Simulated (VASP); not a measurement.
A run of VASP 6.6.1 is set up as follows.

File INCAR:

```
ALGO = Normal
EDIFF = 1E-7
EDIFFG = -0.03
ENCUT = 650
GGA = PS
GGA_COMPAT = False
IBRION = 2
ISIF = 2
ISMEAR = -1
ISYM = -1
KPAR = 1
LASPH = True
LCHARG = False
LREAL = Auto
LWAVE = False
NELM = 120
NELMIN = 4
NSW = 100
PREC = Accurate
SIGMA = 0.05
```

Contents of KPOINTS:

```
explicit points
1
Reciprocal
  0.25000000   0.25000000   0.25000000 1
```

The input POSCAR:

```
LiF
1.0
    8.0151850000      0.0000000000      0.0000000000
    0.0000000000      8.0151850000      0.0000000000
    0.0000000000      0.0000000000      8.0151850000
F Li
31 31
Direct
    0.2520540000      0.9985750000      0.9972560000
    0.2499450000      0.0014450000      0.5030130000
    0.2517650000      0.5020660000      0.9978330000
    0.7519100000      0.0018710000      0.9982330000
    0.7483390000      0.9984890000      0.5049020000
    0.7508660000      0.4990400000      0.9996380000
    0.7506400000      0.5036380000      0.4972470000
    0.0000860000      0.2532920000      0.9974150000
    0.9997380000      0.2504560000      0.5018370000
    0.9995600000      0.7495030000      0.9997690000
    0.9959870000      0.7433870000      0.5013640000
    0.5057810000      0.2484270000      0.0001280000
    0.5032960000      0.2529100000      0.5002990000
    0.5013090000      0.7515840000      0.0015880000
    0.4982690000      0.7526570000      0.5054510000
    0.0006100000      0.9993460000      0.2488180000
    0.0003120000      0.0042970000      0.7518540000
    0.9969760000      0.5006310000      0.2507980000
    0.0050570000      0.4978670000      0.7492630000
    0.5008450000      0.9967220000      0.2527240000
    0.5036010000      0.9955970000      0.7476050000
    0.4979610000      0.5001080000      0.2485710000
    0.4974330000      0.5033570000      0.7497400000
    0.2501540000      0.2453180000      0.2490200000
    0.2506990000      0.2475220000      0.7533450000
    0.2487400000      0.7536580000      0.2494610000
    0.2444370000      0.7545080000      0.7519600000
    0.7501740000      0.2503430000      0.2538630000
    0.7540050000      0.2516760000      0.7497560000
    0.7469680000      0.7549170000      0.2513570000
    0.7499140000      0.7465020000      0.7513570000
    0.0000000000      0.0016370000      0.0031860000
    0.9959030000      0.9951020000      0.4997110000
    0.0028380000      0.5013680000      0.9977000000
    0.0002250000      0.4973750000      0.5029420000
    0.4986620000      0.9945710000      0.0050430000
    0.5043900000      0.0045820000      0.5004920000
    0.4992070000      0.5020340000      0.9981110000
    0.2516930000      0.2514710000      0.9959500000
    0.2473730000      0.2525730000      0.5011440000
    0.2522200000      0.7486480000      0.9961920000
    0.2495510000      0.7531300000      0.5024580000
    0.7535020000      0.2508600000      0.9987190000
    0.7474640000      0.2498020000      0.5005630000
    0.7495420000      0.7476380000      0.0000070000
    0.7504430000      0.7513330000      0.4988850000
    0.2530080000      0.0014730000      0.2475950000
    0.2487500000      0.9935120000      0.7471310000
    0.2493730000      0.5006230000      0.2473830000
    0.2531800000      0.5006050000      0.7521830000
    0.7536910000      0.9991010000      0.2484840000
    0.7501520000      0.0009220000      0.7516340000
    0.7495510000      0.4973980000      0.2542130000
    0.7536550000      0.5004910000      0.7524190000
    0.9985170000      0.2473170000      0.2509360000
    0.9962890000      0.2542620000      0.7504430000
    0.9990250000      0.7502130000      0.2475550000
    0.0026330000      0.7501500000      0.7491390000
    0.5013880000      0.2483770000      0.2505320000
    0.5025910000      0.2457910000      0.7534160000
    0.5007810000      0.7527760000      0.2489940000
    0.4993170000      0.7515530000      0.7506720000
```

Potentials or basis: VASP PAW PBE potentials, release 64 (F, Li_sv).

The run is started by

```sh
$ cat potpaw_PBE.64/F/POTCAR potpaw_PBE.64/Li_sv/POTCAR > POTCAR
$ mpirun -np 4 vasp_std > vasp.out
```

(1) What does it give for the band gap on the k mesh?

(2) Predict the energy gained by relaxing.

Answers

(1) 7.58 eV.

(2) 22.4 meV/atom.
